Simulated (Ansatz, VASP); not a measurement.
**One calculation of P, two programs**

```
P
1.0
     1.62547   -5.39118    0.00000
     1.62547    5.39118    0.00000
     0.00000    0.00000    4.48223
P
4
Direct
  0.90414 0.09586 0.58882
  0.09586 0.90414 0.41118
  0.59586 0.40414 0.08882
  0.40414 0.59586 0.91118
```

Alike in both runs: task single point; functional LDA; k mesh 8 × 8 × 6; occupations fermi-dirac, width 0.05 eV; no spin polarisation.

|  | VASP | Ansatz |
| --- | --- | --- |
| version | VASP 6.6.1 | Ansatz 0.2.0 |
| potentials or method | VASP PAW LDA potentials, release 64 (P) | Ansatz PAW |
| plane-wave cutoff (eV) | 520 | 420 |
| valence electrons in the cell | 20 | 20 |

```tsv
	VASP	Ansatz	Ansatz less VASP
gap on the k mesh at the Fermi level (eV)	0.06	0.06	+0.004
least direct gap on the mesh (eV)	0.06	0.06	+0.004
pressure (GPa)	0.8	1.1	+0.30
traceless stress, the component that is largest in VASP (GPa)	0.23	0.21	-0.020
rms of the force components (eV/Å)	0.285	0.312	+0.0274
```

LDA's correlation is that of Perdew and Zunger in VASP and of Perdew and Wang (1992) in Ansatz. Atom by atom the forces differ by 0.027 eV/Å (rms over components).
